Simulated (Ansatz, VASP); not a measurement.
# Two plane-wave programs on KF

```
CELL_PARAMETERS angstrom
0.00000 2.64786 2.64786
2.64786 0.00000 2.64786
2.64786 2.64786 0.00000
ATOMIC_POSITIONS crystal
K 0.00000 0.00000 0.00000
F 0.50000 0.50000 0.50000
```

Alike in both runs: task single point; functional PBEsol; dispersion D3(BJ); k mesh 8 × 8 × 8; occupations gaussian, width 0.05 eV; no spin polarisation.

|  | VASP | Ansatz |
| --- | --- | --- |
| version | VASP 6.6.1 | Ansatz 0.2.0 |
| potentials or method | VASP PAW PBE potentials, release 64 (K_sv, F), cutoff 520 eV | scalar-relativistic, plane waves, PAW |
| valence electrons in the cell | 16 | 16 |

```csv
,VASP,Ansatz,Ansatz less VASP
gap on the k mesh at the Fermi level (eV),6.17,6.18,+0.018
least direct gap on the mesh (eV),6.17,6.18,+0.018
pressure (GPa),-1.2,-1.3,-0.07
```

VASP's potentials were made for PBE, not for PBEsol.
